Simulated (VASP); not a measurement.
Mg32O33 (a cell with a defect):

```xyz
65
Lattice="8.4288 0.0000 0.0000 0.0000 8.4288 0.0000 0.0000 0.0000 8.4288" Properties=species:S:1:pos:R:3 pbc="T T T"
O     2.1068    8.4236    0.0042
O     2.1068    8.4237    4.2186
O     2.1068    4.2092    0.0042
O     1.6997    3.8022    4.6332
O     6.3212    8.4236    0.0042
O     6.3212    8.4236    4.2186
O     6.3212    4.2093    0.0042
O     6.3212    4.2092    4.2186
O     8.4211    2.0947    0.0244
O     8.3580    2.0316    4.2270
O     0.0017    6.3143    0.0042
O     0.0124    6.3037    4.2186
O     4.2119    2.1042    0.0042
O     4.2013    2.1148    4.2186
O     4.2213    6.3238    8.4128
O     4.2844    6.3868    4.2102
O     0.0015    8.4234    2.1135
O     8.4211    8.4033    6.3328
O     0.0117    4.2089    2.1234
O     8.3580    4.1987    6.3961
O     4.2213    0.0152    2.1044
O     4.2121    8.4239    6.3236
O     4.2843    4.2198    2.0411
O     4.2019    4.2096    6.3138
O     2.1065    2.1142    2.1234
O     2.0963    2.0317    6.3961
O     2.1174    6.3867    2.0411
O     2.1071    6.3043    6.3138
O     6.3210    2.1040    2.1135
O     6.3009    2.0947    6.3328
O     6.3415    6.3238    2.1044
O     6.3214    6.3146    6.3236
O     2.5137    4.6161    3.8042
Mg    8.4213    8.4196    0.0079
Mg    8.3971    8.4143    4.2240
Mg    8.3965    4.2035    0.0134
Mg    8.2928    4.1967    4.2301
Mg    4.2211    8.4277    0.0005
Mg    4.2454    0.0042    4.2132
Mg    4.2459    4.2149    8.4238
Mg    4.3496    4.2219    4.2069
Mg    2.1011    2.0701    0.0134
Mg    2.0942    1.9665    4.2301
Mg    2.1125    6.3484    8.4238
Mg    2.1195    6.4520    4.2069
Mg    6.3172    2.0949    0.0079
Mg    6.3118    2.0707    4.2240
Mg    6.3253    6.3236    0.0005
Mg    6.3306    6.3478    4.2132
Mg    2.1124    0.0043    2.0806
Mg    2.1012    8.4142    6.3566
Mg    2.1171    4.2195    1.9721
Mg    2.0966    4.1990    6.4651
Mg    6.3249    8.4273    2.1045
Mg    6.3175    8.4200    6.3326
Mg    6.3307    4.2149    2.0806
Mg    6.3117    4.2036    6.3566
Mg    8.4223    2.0959    2.1311
Mg    8.4190    2.0926    6.3350
Mg    0.0199    6.3220    2.1061
Mg    8.4229    6.2961    6.3311
Mg    4.2196    2.1223    2.1061
Mg    4.1937    2.0965    6.3311
Mg    4.2235    6.3259    2.1021
Mg    4.2202    6.3226    6.3061
```

Base run:

- Program: VASP 6.6.1
- Functional: PBEsol
- Potentials or basis: VASP PAW PBE potentials, release 64 (O, Mg)
- Cutoff: 520 eV
- k mesh: 1 × 1 × 1, shifted
- Occupations: fermi-dirac, width 0.05 eV
- Spin: no spin polarisation

Its results: band gap on the k mesh 5.24 eV; pressure 3.3 GPa; largest force 0.269 eV/Å.

The run is repeated on the same cell with these changes: functional from PBEsol to r2SCAN; cutoff from 520 eV to 580 eV. What comes out?

Band gap on the k mesh 6.19 eV; pressure 1.5 GPa; largest force 0.340 eV/Å.

Caveats: the PAW data sets were made with another functional, which shifts forces and pressure a little.

A k mesh can miss the band edges.
